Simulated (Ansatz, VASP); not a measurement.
Two plane-wave programs on BiTe4

```
Bi Te
1.0
     5.68105    0.00000    0.00000
     0.00000    5.68105    0.00000
     0.00000    0.00000    5.68105
Bi Te
1 4
Direct
  0.00000 0.00000 0.00000
  0.30261 0.30261 0.30261
  0.69739 0.69739 0.30261
  0.30261 0.69739 0.69739
  0.69739 0.30261 0.69739
```

Change from the starting cell: species swapped into the SnI4 type (P-43m, No. 215).

Alike in both runs: functional PBE; k mesh 4 × 4 × 4; occupations gaussian, width 0.1 eV; no spin polarisation.

Ansatz relaxed the structure, and its values are those at the end. VASP's run is a single point on that final structure, the one shown.

|  | VASP | Ansatz |
| --- | --- | --- |
| version | VASP 6.6.1 | Ansatz 0.2.0 |
| potentials or method | VASP PAW PBE potentials, release 64 (Bi_d, Te), cutoff 520 eV | scalar-relativistic, plane waves, PAW |
| valence electrons in the cell | 39 | 79 |

```csv
,VASP,Ansatz,Ansatz less VASP
gap on the k mesh at the Fermi level (eV),none,none,-
pressure (GPa),0.0,0.1,+0.05
rms of the force components (eV/Å),0.004,0.008,+0.0044
```

A gap of «none» marks a metal or a gap that the smearing closes. VASP's potentials hold 39 valence electrons a cell and Ansatz's 79, so a difference there can come from the potentials and not from the codes.

Spin-orbit coupling is off throughout.
